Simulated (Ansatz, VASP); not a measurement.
## Two plane-wave programs on Ti

File INCAR:

```
SYSTEM = Ti
ALGO = Fast
EDIFF = 1E-7
EDIFFG = -0.005
ENCUT = 600
GGA = PE
IBRION = 2
ISIF = 3
ISMEAR = 0
LASPH = .TRUE.
LCHARG = .FALSE.
LREAL = .FALSE.
LWAVE = .FALSE.
NELM = 80
NSW = 100
PREC = Accurate
SIGMA = 0.1
```

The input KPOINTS:

```
k-points
0
G
  18 18 10
  0 0 0
```

POSCAR

```
Ti
1.0
    2.9499978604      0.0000000000      0.0000000000
   -1.4749989302      2.5547730882      0.0000000000
    0.0000000000      0.0000000000      4.6860000000
Ti
2
Direct
    0.3333333333      0.6666666667      0.2500000000
    0.6666666667      0.3333333333      0.7500000000
```

Input for Ansatz:

```yaml
crystal:
  lattice:
    - [2.9499978604, 0.0, 0.0]
    - [-1.4749989302, 2.5547730882, 0.0]
    - [0.0, 0.0, 4.686]
  atoms:
    - { symbol: Ti, position: [0.3333333333, 0.6666666667, 0.25] }
    - { symbol: Ti, position: [0.6666666667, 0.3333333333, 0.75] }
basis:
  ecutwfc: 420
kpoints:
  mp_grid: { grid: [18, 18, 10] }
hamiltonian:
  xc: pbe
scf:
  occupations: { method: gaussian, width: 0.1 }
output:
  forces: true
  stress: true
  eigenvalues: true
relax:
  adjacent_minimum: "off"
  f_tol: 0.005
  max_steps: 80
  cell: { stress_tol: 0.05 }
```

Alike in both runs: task relaxation of cell and atoms; functional PBE; k mesh 18 × 18 × 10; occupations gaussian, width 0.1 eV; no spin polarisation.

|  | VASP | Ansatz |
| --- | --- | --- |
| version | VASP 6.6.1 | Ansatz 0.2.0 |
| potentials or method | VASP PAW PBE potentials, release 64 (Ti_sv), cutoff 600 eV | scalar-relativistic, plane waves, PAW |
| valence electrons in the cell | 24 | 24 |

Ansatz gave:

- gap on the k mesh at the Fermi level, each at its own relaxed structure (eV): none
- relaxed volume (Å³/atom): 17.39
- relaxed cell length with the largest relative difference (Å): 4.651

**Question.** Estimate VASP's values.

**Answer.** gap on the k mesh at the Fermi level, each at its own relaxed structure (eV): none; relaxed volume (Å³/atom): 17.35; relaxed cell length with the largest relative difference (Å): 4.646.

A gap of «none» marks a metal or a gap that the smearing closes.
